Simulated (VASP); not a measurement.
Runs of VASP 6.6.1 on Bi. The structure is that of space group Im-3m (No. 229), or close to it. The cells are those of the table. 

```csv
cell,gap on the mesh (eV),pressure (GPa)
"a = 3.619 Å, angles 109.5°, 1 atom",none,-4.3
"a = 3.530 Å, angles 109.5°, 1 atom",none,-2.0
"a = 3.485 Å, angles 109.5°, 1 atom",none,(a)
"a = 3.389 Å, angles 109.5°, 1 atom",none,(b)
"a = 3.437 Å, angles 109.5°, 1 atom",none,1.7
```

Alike in all rows: task single point; level RPBE; potentials or basis VASP PAW PBE potentials, release 64 (Bi_d); no spin polarisation; k mesh 12 × 12 × 12; cutoff (eV) 520; smearing fermi-dirac 0.1 eV.

Question: Estimate the missing entries.

Answer: (a) -0.3; (b) 4.4.

Caveats: the PAW data sets were made with another functional, which shifts forces and pressure a little; spin-orbit coupling is left out, which moves the levels of the heavy elements.

A k mesh can miss the band edges, and the runs leave out spin-orbit coupling on Bi.

A gap of «none» marks levels without a gap at the run's occupations.
